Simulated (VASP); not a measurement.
## SrO: single point with r2SCAN

SrO:

```
CELL_PARAMETERS angstrom
0.00000 2.60007 2.60007
2.60007 0.00000 2.60007
2.60007 2.60007 0.00000
ATOMIC_POSITIONS crystal
Sr 0.50000 0.50000 0.50000
O 0.00000 0.00000 0.00000
```

```yaml
Program: VASP 6.6.1
Task: single point
Functional: r2SCAN
Potentials_or_basis: VASP PAW PBE potentials, release 64 (Sr_sv, O)
Cutoff: 520 eV
k_mesh: 9 × 9 × 9
Occupations: fermi-dirac, width 0.05 eV
Spin: no spin polarisation
```

```
Pressure               : -1.6 GPa
Band gap on the k mesh : 3.82 eV, indirect (least direct gap 3.93 eV)
```

Levels at points of the mesh, in eV from the valence-band top:
```tsv
k point	band 4	band 5	band 6	band 7	band 8	band 9	band 10	band 11	band 12	band 13
(0.00, 0.00, 0.00)	-14.65	-14.65	0.00	0.00	0.00	4.41	6.70	6.70	6.70	8.94
```

Wall time 65 s on 1 thread of Intel(R) Xeon(R) Platinum 8375C CPU @ 2.90GHz (Ice Lake) (shared host), peak memory 0.17 GiB.

Caveat: the PAW data sets were made with another functional, which shifts forces and pressure a little. A k mesh can miss the band edges.
